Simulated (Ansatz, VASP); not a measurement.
**One calculation of Ag, two programs**

INCAR

```
SYSTEM = Ag
ALGO = Fast ; EDIFF = 1E-7
ENCUT = 520 ; GGA = PS
ISIF = 2 ; ISMEAR = 0
LASPH = .TRUE. ; LCHARG = .FALSE.
LREAL = .FALSE. ; LWAVE = .FALSE.
NBANDS = 24 ; NELM = 60
PREC = Accurate ; SIGMA = 0.15
```

The input KPOINTS:

```
k-points
0
G
  12 12 12
  0 0 0
```

POSCAR

```
Ag
1.0
    1.4343705896      0.8281342460      7.0196725471
   -1.4343705896      0.8281342460      7.0196725471
    0.0000000000     -1.6562684920      7.0196725471
Ag
3
Direct
    0.0000000000      0.0000000000      0.0000000000
    0.7776871195      0.7776871195      0.7776871195
    0.2223128805      0.2223128805      0.2223128805
```

Input for Ansatz:

```yaml
crystal:
  lattice:
    - [1.4343705898, 0.8281342461, 7.0196725496]
    - [-1.4343705898, 0.8281342461, 7.0196725496]
    - [0.0, -1.6562684923, 7.0196725496]
  atoms:
    - { symbol: Ag, position: [0.0, 0.0, 0.0] }
    - { symbol: Ag, position: [0.7776871197, 0.7776871197, 0.7776871197] }
    - { symbol: Ag, position: [0.2223128803, 0.2223128803, 0.2223128803] }
basis:
  ecutwfc: 420
kpoints:
  mp_grid: { grid: [12, 12, 12] }
hamiltonian:
  xc: pbesol
scf:
  occupations: { method: gaussian, width: 0.15 }
output:
  forces: true
  stress: true
  eigenvalues: true
```

Alike in both runs: task single point; functional PBEsol; k mesh 12 × 12 × 12; occupations gaussian, width 0.15 eV; no spin polarisation.

```csv
,VASP,Ansatz
version,VASP 6.6.1,Ansatz 0.2.0
potentials or method,"VASP PAW PBE potentials, release 64 (Ag), cutoff 520 eV","scalar-relativistic, plane waves, PAW"
valence electrons in the cell,33,57
```

Ansatz gave:

```
gap on the k mesh at the Fermi level (eV)                     : none
pressure (GPa)                                                : 0.1
traceless stress, the component that is largest in VASP (GPa) : -0.29
```

Which values does VASP return?

gap on the k mesh at the Fermi level (eV): none; pressure (GPa): -0.1; traceless stress, the component that is largest in VASP (GPa): -0.29.

VASP's potentials were made for PBE, not for PBEsol. A gap of «none» marks a metal or a gap that the smearing closes. With one functional, cell and mesh, what is left measures potentials, basis and numerics. VASP's potentials hold 33 valence electrons a cell and Ansatz's 57, so a difference there can come from the potentials and not from the codes.
